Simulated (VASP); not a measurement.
# MgO (P6_3/mmc) in VASP: notebook, part 2 of 2

VASP 6.6.1. The steps go on from the part before.

## 3. Single point, LDA

This run uses another cell than the first one, of 10.14 Å³/atom.

Contents of INCAR:

```
PREC     = Accurate       # precision mode
ENCUT    = 520            # plane-wave cutoff, eV
EDIFF    = 1E-6           # SCF threshold, eV
ISMEAR   = 0              # smearing method
SIGMA    = 0.01           # smearing width, eV
LREAL    = F              # projectors in reciprocal space
LASPH    = T              # aspherical terms in the spheres
NELM     = 60             # most SCF steps
ALGO     = Normal         # electronic algorithm
ISIF     = 2              # what is computed and relaxed
LWAVE    = F              # write WAVECAR
LCHARG   = F              # write CHGCAR
NBANDS   = 16             # bands
```

Contents of KPOINTS:

```
Automatic mesh
0
Gamma
  12 12 6
```

Contents of POSCAR:

```
MgO
1.0
    3.3902420020      0.0000000000      0.0000000000
   -1.6951210010      2.9360356988      0.0000000000
    0.0000000000      0.0000000000      4.0747144261
Mg O
2 2
Direct
    0.6666666667      0.3333333333      0.7500000000
    0.3333333333      0.6666666667      0.2500000000
    0.6666666667      0.3333333333      0.2500000000
    0.3333333333      0.6666666667      0.7500000000
```

Potentials or basis: VASP PAW LDA potentials, release 64 (Mg, O).

Run with:

```sh
cat potpaw_LDA.64/Mg/POTCAR potpaw_LDA.64/O/POTCAR > POTCAR
mpirun -np 1 vasp_std > vasp.out
```

OUTCAR:

```text
PREC = Accurate
   ENCUT = 520
   EDIFF = 1E-6
   ISMEAR = 0
   LREAL = F
   LASPH = T
   NELM = 60
   ISIF = 2

 ion  position               nearest neighbor table
   1  0.667  0.333  0.750-   4 1.96   4 1.96   4 1.96   3 2.04   3 2.04   2 2.83   2 2.83   2 2.83
                             2 2.83   2 2.83   2 2.83
   2  0.333  0.667  0.250-   3 1.96   3 1.96   3 1.96   4 2.04   4 2.04   1 2.83   1 2.83   1 2.83
                             1 2.83   1 2.83   1 2.83
   3  0.667  0.333  0.250-   2 1.96   2 1.96   2 1.96   1 2.04   1 2.04
   4  0.333  0.667  0.750-   1 1.96   1 1.96   1 1.96   2 2.04   2 2.04

  LATTYP: Found a hexagonal cell.
 ALAT       =     3.3902420020
 C/A-ratio  =     1.2018948570

  Lattice vectors:

 A1 = (   3.3902420020,   0.0000000000,   0.0000000000)
 A2 = (  -1.6951210010,   2.9360356988,   0.0000000000)
 A3 = (   0.0000000000,   0.0000000000,   4.0747144261)

Analysis of symmetry for initial positions (statically):
=====================================================================
 Subroutine PRICEL returns:
 Original cell was already a primitive cell.

 Routine SETGRP: Setting up the symmetry group for a
 hexagonal supercell.

 Subroutine GETGRP returns: Found 24 space group operations
 (whereof 12 operations were pure point group operations)
 out of a pool of 24 trial point group operations.

The static configuration has the point symmetry D_3d.
 The point group associated with its full space group is D_6h.

Analysis of symmetry for dynamics (positions and initial velocities):
=====================================================================
 Subroutine PRICEL returns:
 Original cell was already a primitive cell.

 Routine SETGRP: Setting up the symmetry group for a
 hexagonal supercell.

 Subroutine GETGRP returns: Found 24 space group operations
 (whereof 12 operations were pure point group operations)
 out of a pool of 24 trial point group operations.

The dynamic configuration has the point symmetry D_3d.
 The point group associated with its full space group is D_6h.

 Subroutine INISYM returns: Found 24 space group operations
[... 125 lines left out ...]
   LORBIT       =      0    0 simple, 1 ext, 2 COOP (PROOUT), +10 PAW based schemes
   GGA     = CA    functional components
   LHFCALC =     F    Hartree Fock is set to
   AEXX    =    0.0000 exact exchange contribution
   IVDW    =     0    specifies the selected vdW correction
   LEPSILON=     F    determine dielectric tensor
   LRPA    =     F    only Hartree local field effects (RPA)
 non-spin polarized calculation
 Gauss-broadening in eV      SIGMA  =   0.01
  energy-cutoff  :      520.00
  volume of cell :       40.56
 maximum number of plane-waves:      1108
 NGX is ok and might be reduce to    28
   NGX = 13   NGY = 13   NGZ = 15

 number of electron      15.9999996 magnetization

 Free energy of the ion-electron system (eV)
  ---------------------------------------------------
  ext. energy  EPLUGINS =         0.00000000
  ---------------------------------------------------
  free energy    TOTEN  =       -26.49625220 eV

  energy without entropy =      -26.49625220  energy(sigma->0) =      -26.49625220

 E-fermi :   2.3701     XC(G=0): -10.9734

 val. band max:        2.2520753069   @ k =   0.0000   0.0000   0.0000
 cond. band min:       6.0039046869   @ k =   0.0000   0.0000   0.0000
 fundamental gap:      3.7518293799
 Fermi energy:         2.3700925439

 k-point     1 :       0.0000    0.0000    0.0000
  band No.  band energies     occupation
      1     -14.7989      2.00000
      2     -13.1023      2.00000
      3      -1.7690      2.00000
      4       0.3258      2.00000
      5       0.3258      2.00000
      6       1.3191      2.00000
[... 433 lines left out ...]
      3      -1.6002      2.00000
      4      -0.6804      2.00000
      5      -0.1012      2.00000
      6       0.1227      2.00000
[... 8 lines left out ...]
     15      16.9164      0.00000
     16      17.2848      0.00000

 [... further k-points ...]

------------------------ aborting loop because EDIFF is reached ----------------------------------------

  FORCE on cell =-STRESS in cart. coord.  units (eV):
  Direction    XX          YY          ZZ          XY          YZ          ZX
  --------------------------------------------------------------------------------------
  -------------------------------------------------------------------------------------
  Total        1.5978070      1.5978070      1.5967600      0.0000000      0.0000000      0.0000000
  in kB       63.1169034     63.1169034     63.0755465      0.0000000      0.0000000      0.0000000
  external PRESSURE =      63.1031178 kB  Pullay stress =       0.0000000 kB

 VOLUME and BASIS-vectors are now :
 -----------------------------------------------------------------------------
  energy-cutoff  :      520.00
  volume of cell :       40.56
      direct lattice vectors                 reciprocal lattice vectors
     3.390242002  0.000000000  0.000000000     0.294964194  0.170297657  0.000000000
    -1.695121001  2.936035699  0.000000000     0.000000000  0.340595314  0.000000000
     0.000000000  0.000000000  4.074714426     0.000000000  0.000000000  0.245415972

 POSITION                                       TOTAL-FORCE (eV/Angst)
 -----------------------------------------------------------------------------------
      1.69512      0.97868      3.05604         0.000000      0.000000      0.000000
     -0.00000      1.95736      1.01868         0.000000     -0.000000      0.000000
      1.69512      0.97868      1.01868         0.000000     -0.000000     -0.000000
     -0.00000      1.95736      3.05604        -0.000000      0.000000      0.000000
 -----------------------------------------------------------------------------------
    total drift:                               -0.000000      0.000000     -0.000000

  FREE ENERGIE OF THE ION-ELECTRON SYSTEM (eV)
  ---------------------------------------------------
  free  energy   TOTEN  =       -26.4962521957 eV

  energy  without entropy=      -26.4962521957  energy(sigma->0) =      -26.49625220
```

OSZICAR:

```text
N       E                     dE             d eps       ncg     rms          rms(c)
DAV:   1     0.560771932872E+02    0.56077E+02   -0.77489E+03  2432   0.903E+02
DAV:   2    -0.273875180068E+02   -0.83465E+02   -0.76667E+02  3368   0.199E+02
DAV:   3    -0.306462117442E+02   -0.32587E+01   -0.32525E+01  2712   0.404E+01
DAV:   4    -0.306586385983E+02   -0.12427E-01   -0.12427E-01  2944   0.287E+00
DAV:   5    -0.306586964294E+02   -0.57831E-04   -0.57831E-04  2720   0.181E-01    0.112E+01
DAV:   6    -0.266729064207E+02    0.39858E+01   -0.98332E+00  2528   0.248E+01    0.338E+00
DAV:   7    -0.265663309327E+02    0.10658E+00   -0.16357E-01  2496   0.320E+00    0.204E+00
DAV:   8    -0.264988540899E+02    0.67477E-01   -0.10408E-01  2744   0.311E+00    0.499E-01
DAV:   9    -0.264961560812E+02    0.26980E-02   -0.58138E-03  2776   0.654E-01    0.119E-01
DAV:  10    -0.264962570334E+02   -0.10095E-03   -0.13814E-04  2632   0.100E-01    0.140E-02
DAV:  11    -0.264962528782E+02    0.41551E-05   -0.18206E-05  3048   0.329E-02    0.992E-03
DAV:  12    -0.264962521957E+02    0.68251E-06   -0.19716E-06  2424   0.112E-02
   1 F= -.26496252E+02 E0= -.26496252E+02  d E =-.211875E-65
```

stdout:

```text
POSCAR found type information on POSCAR MgO
 POSCAR found :  2 types and       4 ions
 scaLAPACK will be used
 LDA part: xc-table for (Slater(with rela. corr.)+CA(PZ))
 , standard interpolation
 POSCAR, INCAR and KPOINTS ok, starting setup
 FFT: planning ... GRIDC
 FFT: planning ... GRID_SOFT
 FFT: planning ... GRID
 WAVECAR not read
 entering main loop
```

It took 60 s on 1 thread of Intel Xeon 8259CL, shared host; peak memory 0.17 GiB.

What came out:

| Item | Value |
| --- | --- |
| Free energy | -26.4963 eV |
| Pressure | 6.3 GPa |
| Band gap on the k mesh | 3.75 eV |

Levels at points of the mesh, in eV from the valence-band top:
```
           k point  band 4  band 5  band 6  band 7  band 8  band 9  band 10  band 11  band 12  band 13
(0.00, 0.00, 0.00)   -1.93   -1.93   -0.93   -0.93    0.00    3.75     9.90    12.69    12.83    12.83
(0.50, 0.00, 0.00)   -2.63   -2.58   -2.14   -1.46   -0.59    7.05     9.76     9.86    12.83    13.02
(0.00, 0.00, 0.50)   -2.62   -1.45   -1.45   -1.45   -1.45    6.78     6.78    13.18    13.18    13.18
(0.50, 0.00, 0.50)   -4.27   -1.71   -1.71   -0.95   -0.95    7.43     7.43    12.70    12.70    14.50
```

Caveat: the cell stands under pressure. A k mesh can miss the band edges.

## 4. Relaxation of cell and atoms, LDA

This run uses another cell than the first one, of 10.99 Å³/atom.

Contents of INCAR:

```
SYSTEM = MgO
  PREC = Accurate
  ENCUT = 600
  EDIFF = 1E-6
  ISMEAR = 0
  SIGMA = 0.02
  LREAL = .FALSE.
  LASPH = .TRUE.
  NELM = 100
  ALGO = Normal
  ISIF = 3
  LWAVE = .FALSE.
  LCHARG = .FALSE.
  GGA = CA
  IBRION = 2
  NSW = 100
  EDIFFG = -0.005
```

Contents of KPOINTS:

```
regular mesh
0
G
  6 6 6
  0 0 0
```

Contents of POSCAR:

```
MgO
1.0
    3.4863778627      0.0000000000      0.0000000000
   -1.7431889314      3.0192917963      0.0000000000
    0.0000000000      0.0000000000      4.1780412200
Mg O
2 2
Direct
    0.6666666700      0.3333333300      0.7500000000
    0.3333333300      0.6666666700      0.2500000000
    0.6666666700      0.3333333300      0.2500000000
    0.3333333300      0.6666666700      0.7500000000
```

Run with:

```sh
cat potpaw_LDA.64/Mg/POTCAR potpaw_LDA.64/O/POTCAR > POTCAR
mpirun -np 1 vasp_std > vasp.out
```

It took 51 s on 1 thread of Intel Xeon 8259CL, shared host; peak memory 0.16 GiB.

The run converged. Its results:

```
Free energy                           : -26.5396 eV
Relaxed volume                        : 10.53 Å³/atom
Relaxed cell                          : a = 3.435 Å, b = 3.435 Å, c = 4.121 Å, α = 90.00°, β = 90.00°, γ = 120.00°
Space group after relaxing (to 0.1 Å) : P6_3/mmc (No. 194)
Energy gained by relaxing             : 9.1 meV/atom
Ionic steps                           : 5
Pressure after relaxing               : 0.0 GPa
Band gap on the k mesh                : 3.56 eV
```

Stress tensor (GPa, compression positive):
```
-0.07  0.00  0.00
 0.00 -0.07  0.00
 0.00  0.00  0.05
```

The path:
| step | energy change (eV) | largest force (eV/Å) | pressure (GPa) | volume (Å³) |
| --- | --- | --- | --- | --- |
| 1 | 0.0000 | 0.0000 | -6.03 | 43.98 |
| 2 | -0.0308 | 0.0000 | 2.59 | 41.40 |
| 3 | -0.0364 | 0.0000 | -0.02 | 42.10 |
| 4 | -0.0364 | 0.0000 | 0.10 | 42.07 |
| 5 | -0.0364 | 0.0000 | -0.03 | 42.10 |

Final structure:
```cif
data_structure
_symmetry_space_group_name_H-M 'P 1'
_symmetry_Int_Tables_number 1
_cell_length_a 3.4348
_cell_length_b 3.4348
_cell_length_c 4.1207
_cell_angle_alpha 90.000
_cell_angle_beta 90.000
_cell_angle_gamma 120.000
_cell_volume 42.10
loop_
_atom_site_label
_atom_site_type_symbol
_atom_site_fract_x
_atom_site_fract_y
_atom_site_fract_z
_atom_site_occupancy
Mg1 Mg 0.66667 0.33333 0.75000 1
Mg2 Mg 0.33333 0.66667 0.25000 1
O1 O 0.66667 0.33333 0.25000 1
O2 O 0.33333 0.66667 0.75000 1
```

Levels at points of the mesh, in eV from the valence-band top:
| k point | band 4 | band 5 | band 6 | band 7 | band 8 | band 9 | band 10 | band 11 | band 12 |
| --- | --- | --- | --- | --- | --- | --- | --- | --- | --- |
| (0.00, 0.00, 0.00) | -1.85 | -1.85 | -0.87 | -0.87 | 0.00 | 3.56 | 9.59 | 12.41 | 12.56 |
| (0.50, 0.00, 0.00) | -2.53 | -2.49 | -2.07 | -1.40 | -0.56 | 6.94 | 9.37 | 9.78 | 12.37 |
| (0.00, 0.00, 0.50) | -2.54 | -1.38 | -1.38 | -1.38 | -1.38 | 6.58 | 6.58 | 12.92 | 12.92 |
| (0.50, 0.00, 0.50) | -4.12 | -1.64 | -1.64 | -0.90 | -0.90 | 7.30 | 7.30 | 12.27 | 12.27 |

## 5. The runs side by side

| task | cell | k mesh | cutoff (eV) | smearing | gap on the mesh (eV) | pressure (GPa) |
| --- | --- | --- | --- | --- | --- | --- |
| single point | a = 3.451, b = 3.451, c = 4.138 Å, angles 90.0, 90.0, 120.0°, 4 atoms | 6 × 6 × 6 | 520 | gaussian 0.02 eV | 3.49 | -1.7 |
| single point | a = 3.390, b = 3.390, c = 4.075 Å, angles 90.0, 90.0, 120.0°, 4 atoms | 12 × 12 × 6 | 520 | gaussian 0.01 eV | 3.75 | 6.3 |
| relaxation of cell and atoms | relaxed from a = 3.486, b = 3.486, c = 4.178 Å, angles 90.0, 90.0, 120.0°, 4 atoms | 6 × 6 × 6 | 600 | gaussian 0.02 eV | 3.56 | 0.0 |

Alike in all rows: level LDA; potentials or basis VASP PAW LDA potentials, release 64 (Mg, O); no spin polarisation.

Caveats: the cell stands under pressure (at least some runs).

Absolute energies hang on the potentials; compare differences alone.
